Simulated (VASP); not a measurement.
As:

```
As
1.0
    -1.74155    1.74155    7.05966
     1.74155   -1.74155    7.05966
     1.74155    1.74155   -7.05966
As
4
Direct
  0.78743 0.78743 0.00000
  0.53743 0.03743 0.50000
  0.96257 0.46257 0.50000
  0.21257 0.21257 0.00000
```

The cell was generated, and may not be a known phase.

| Property | Result |
| --- | --- |
| Program | VASP 6.6.1 |
| Task | relaxation of cell and atoms |
| Functional | PBE |
| Potentials or basis | VASP PAW PBE potentials, release 64 (As) |
| Cutoff | 600 eV |
| k mesh | 18 × 18 × 18 |
| Occupations | gaussian, width 0.1 eV |
| Spin | no spin polarisation |

At the start: pressure -0.0 GPa; volume 21.41 Å³/atom.

Problem. Where does the relaxation end?

Solution. Over 8 steps the energy falls by 2.4 meV/atom and the volume is 21.48 Å³/atom (+0.3 %); space group I4_1/amd (No. 141, to 0.1 Å) before and after.

The path:
| step | energy change (eV) | largest force (eV/Å) | pressure (GPa) | volume (Å³) |
| --- | --- | --- | --- | --- |
| 1 | 0.0000 | 0.1303 | -0.02 | 85.65 |
| 2 | -0.0052 | 0.0817 | 0.00 | 85.61 |
| 3 | -0.0091 | 0.0098 | 0.08 | 85.54 |
| 4 | -0.0091 | 0.0165 | 0.08 | 85.53 |
| 5 | -0.0093 | 0.0177 | -0.02 | 85.71 |
| 6 | -0.0094 | 0.0192 | -0.13 | 85.92 |
| 7 | -0.0095 | 0.0149 | -0.09 | 85.93 |
| 8 | -0.0096 | 0.0017 | 0.02 | 85.93 |

Final structure:
```cif
data_structure
_symmetry_space_group_name_H-M 'P 1'
_symmetry_Int_Tables_number 1
_cell_length_a 7.6061
_cell_length_b 7.6061
_cell_length_c 7.6061
_cell_angle_alpha 153.754
_cell_angle_beta 153.754
_cell_angle_gamma 37.458
_cell_volume 85.93
loop_
_atom_site_label
_atom_site_type_symbol
_atom_site_fract_x
_atom_site_fract_y
_atom_site_fract_z
_atom_site_occupancy
As1 As 0.78838 0.78838 0.00000 1
As2 As 0.53838 0.03838 0.50000 1
As3 As 0.96162 0.46162 0.50000 1
As4 As 0.21162 0.21162 0.00000 1
```
